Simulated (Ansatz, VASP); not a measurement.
## One calculation of Mo, two programs

```xyz
2
Lattice="0.0000 2.7672 2.7672 2.7672 0.0000 2.7672 2.7672 2.7672 0.0000" Properties=species:S:1:pos:R:3 pbc="T T T"
Mo    0.6918    0.6918    0.6918
Mo    4.8425    4.8425    4.8425
```

Alike in both runs: task single point; functional PBE; k mesh 11 × 11 × 11; occupations fermi-dirac, width 0.1 eV; no spin polarisation.

|  | VASP | Ansatz |
| --- | --- | --- |
| version | VASP 6.6.1 | Ansatz 0.2.0 |
| potentials or method | VASP PAW PBE potentials, release 64 (Mo_sv), cutoff 520 eV | plane waves (420 eV) with PAW, scalar-relativistic |
| valence electrons in the cell | 28 | 28 |

```csv
,VASP,Ansatz,Ansatz less VASP
pressure (GPa),11.1,10.5,-0.63
```
